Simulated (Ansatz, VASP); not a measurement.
**One calculation of SnO, two programs**

File INCAR:

```
PREC = Accurate
ENCUT = 520
EDIFF = 1E-8
ISMEAR = -1
SIGMA = 0.01
LREAL = False
LASPH = True
NELM = 100
ALGO = Normal
ISIF = 2
LWAVE = False
LCHARG = False
GGA = PE
LEFG = True
NBANDS = 28
```

KPOINTS

```
regular mesh
0
Gamma
  8 8 6
```

Contents of POSCAR:

```
SnO
1.0
    3.8020000000      0.0000000000      0.0000000000
    0.0000000000      3.8020000000      0.0000000000
    0.0000000000      0.0000000000      4.8360000000
Sn O
2 2
Direct
    0.0000000000      0.5000000000      0.2385000000
    0.5000000000      0.0000000000      0.7615000000
    0.0000000000      0.0000000000      0.0000000000
    0.5000000000      0.5000000000      0.0000000000
```

Input for Ansatz:

```yaml
crystal:
  lattice:
    - [3.802, 0.0, 0.0]
    - [0.0, 3.802, 0.0]
    - [0.0, 0.0, 4.836]
  atoms:
    - { symbol: Sn, position: [0.0, 0.5, 0.2385] }
    - { symbol: Sn, position: [0.5, 0.0, 0.7615] }
    - { symbol: O, position: [0.0, 0.0, 0.0] }
    - { symbol: O, position: [0.5, 0.5, 0.0] }
kpoints:
  mp_grid: { grid: [8, 8, 6] }
  band_path:
    path:
      - [0.0, 0.0, 0.0]
      - [0.0, 0.5, 0.0]
      - [0.5, 0.5, 0.0]
      - [0.0, 0.0, 0.0]
      - [0.0, 0.0, 0.5]
      - [0.0, 0.5, 0.5]
      - [0.5, 0.5, 0.5]
      - [0.0, 0.0, 0.5]
      - [0.0, 0.5, 0.0]
    npoints: 8
scf:
  occupations: { method: fermi_dirac, width: 0.01 }
hamiltonian:
  xc: pbe
  pseudopotentials: { kind: paw }
output:
  forces: true
  stress: true
  eigenvalues: true
  efg: { contact_densities: true }
  populations: true
  bader: true
  dos: { projected: true, de: 0.2, e_range: [-14, 8] }
```

Alike in both runs: task electric field gradients; functional PBE; k mesh 8 × 8 × 6; occupations fermi-dirac, width 0.01 eV; no spin polarisation.

|  | VASP | Ansatz |
| --- | --- | --- |
| version | VASP 6.6.1 | Ansatz 0.2.0 |
| potentials or method | VASP PAW PBE potentials, release 64 (Sn_d, O) | PAW with Ansatz's default frozen-core files, scalar-relativistic |
| plane-wave cutoff (eV) | 520 | 420 |
| valence electrons in the cell | 40 | 40 |

Ansatz gave:

| Property | Result |
| --- | --- |
| pressure (GPa) | 4.2 |
| traceless stress, the component that is largest in VASP (GPa) | -0.82 |
| rms of the force components (eV/Å) | 0.143 |
| size of Vzz on the site where it differs most (V/Å²) | 175.9 |

Problem. Estimate VASP's values.

Solution. Pressure (GPa): 4.4; traceless stress, the component that is largest in VASP (GPa): -0.81; rms of the force components (eV/Å): 0.177; size of Vzz on the site where it differs most (V/Å²): 166.4.

Atom by atom the forces differ by 0.034 eV/Å (rms over components).
